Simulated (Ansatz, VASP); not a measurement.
**Two plane-wave programs on TiAl**

```
CELL_PARAMETERS angstrom
2.81075 0.00000 0.00000
0.00000 2.81075 0.00000
0.00000 0.00000 4.06642
ATOMIC_POSITIONS crystal
Ti 0.50000 0.50000 0.50000
Al 0.00000 0.00000 0.00000
```

Alike in both runs: task relaxation of cell and atoms; functional PBE; k mesh 12 × 12 × 10; occupations gaussian, width 0.1 eV; no spin polarisation.

|  | VASP | Ansatz |
| --- | --- | --- |
| version | VASP 6.6.1 | Ansatz 0.2.0 |
| potentials or method | VASP PAW PBE potentials, release 64 (Ti_sv, Al), cutoff 600 eV | scalar-relativistic, plane waves, PAW |
| valence electrons in the cell | 15 | 15 |

|  | VASP | Ansatz | Ansatz less VASP |
| --- | --- | --- | --- |
| gap on the k mesh at the Fermi level, each at its own relaxed structure (eV) | none | none | - |
| relaxed volume (Å³/atom) | 16.23 | 16.23 | -0.003 |
| relaxed cell length with the largest relative difference (Å) | 2.826 | 2.825 | -0.0003 |

A gap of «none» marks a metal or a gap that the smearing closes.
